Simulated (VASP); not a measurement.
Set up this calculation in VASP 6.6.1, as the native input.

| Quantity | Value |
| --- | --- |
| Task | single point |
| Functional | LDA |
| Potentials or basis | VASP PAW LDA potentials, release 64 (Ta_sv_GW, N) |
| Cutoff | 700 eV |
| k mesh | 18 × 18 × 14 |
| Occupations | gaussian, width 0.1 eV |
| Spin | no spin polarisation |
| Dipole correction | no |
| Further INCAR settings | ALGO = Normal; EDIFF = 1e-06; NBANDS = 16 |

The structure of TaN lies in POSCAR:

```
TaN
1.0
    2.8431984338      0.0000000000      0.0000000000
   -1.4215992169      2.4622820717      0.0000000000
    0.0000000000      0.0000000000      2.8011864274
Ta N
1 1
Direct
    0.0000000000      0.0000000000      0.5000000000
    0.6666666667      0.3333333333      0.0000000000
```

The input as run:

INCAR

```
SYSTEM = TaN
ALGO = Normal
EDIFF = 1E-6
ENCUT = 700
GGA_COMPAT = .FALSE.
ISIF = 2
ISMEAR = 0
LASPH = .TRUE.
LCHARG = .FALSE.
LREAL = .FALSE.
LWAVE = .FALSE.
NBANDS = 16
NELM = 120
PREC = Accurate
SIGMA = 0.1
```

KPOINTS

```
k-points
0
G
  18 18 14
  0 0 0
```

Potentials or basis: VASP PAW LDA potentials, release 64 (Ta_sv_GW, N).

Run with:

```console
$ cat potpaw_LDA.64/Ta_sv_GW/POTCAR potpaw_LDA.64/N/POTCAR > POTCAR
$ mpirun -np 1 vasp_std > vasp.out
```

Results of the run:

```
Pressure               : 28.5 GPa
Band gap on the k mesh : zero (bands 9 and 10 overlap by 0.38 eV)
```

Caveat: the cell stands under pressure; spin-orbit coupling is left out, which moves the levels of the heavy elements.

Run time: 83 s on 1 thread of Intel(R) Xeon(R) Platinum 8488C (Sapphire Rapids), on a shared host, peak memory 0.27 GiB.
